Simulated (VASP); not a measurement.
Wanted: the native input for a VASP 6.6.1 run.

```yaml
Task: relaxation of cell and atoms
Functional: PBE
Potentials_or_basis: VASP PAW PBE potentials, release 64 (Ti_sv, Ge_d)
Cutoff: 600 eV
k_mesh: 6 × 6 × 6
Occupations: gaussian, width 0.1 eV
Spin: no spin polarisation
Dipole_correction: no
Further_INCAR_settings: ALGO = Normal; EDIFF = 1e-06; IBRION = 2; EDIFFG = -0.04; NSW = 90; ISIF = 3
```

The structure of TiGe lies in POSCAR:

```
TiGe
1.0
    0.0000000000      3.2252880866      3.2252880866
    3.2252880866      0.0000000000      3.2252880866
    3.2252880866      3.2252880866      0.0000000000
Ti Ge
2 2
Direct
    0.2500000000      0.2500000000      0.2500000000
    0.0000000000      0.0000000000      0.0000000000
    0.7500000000      0.7500000000      0.7500000000
    0.5000000000      0.5000000000      0.5000000000
```

The cell was generated, and may not be a known phase.

These files were run (other wordings do the same):

INCAR

```
SYSTEM = TiGe
  PREC = Accurate
  ENCUT = 600
  EDIFF = 1E-6
  ISMEAR = 0
  SIGMA = 0.1
  LREAL = .FALSE.
  LASPH = .TRUE.
  NELM = 60
  ALGO = Normal
  ISIF = 3
  LWAVE = .FALSE.
  LCHARG = .FALSE.
  GGA = PE
  IBRION = 2
  NSW = 90
  EDIFFG = -0.04
```

KPOINTS

```
Automatic mesh
0
G
  6 6 6
  0 0 0
```

Potentials or basis: VASP PAW PBE potentials, release 64 (Ti_sv, Ge_d).

Launch:

```console
$ cat potpaw_PBE.64/Ti_sv/POTCAR potpaw_PBE.64/Ge_d/POTCAR > POTCAR
$ mpirun -np 1 vasp_std > vasp.out
```

It gave:

```json
{
  "Pressure after relaxing": "0.2 GPa",
  "Band gap on the k mesh": "zero (bands 26 and 27 overlap by 1.04 eV)"
}
```

Caveat: the relaxation stopped at its first step, so nothing moved.

Run time: 22 s on 1 thread of Intel(R) Xeon(R) 6975P-C (Granite Rapids), on a shared host, peak memory 0.21 GiB.
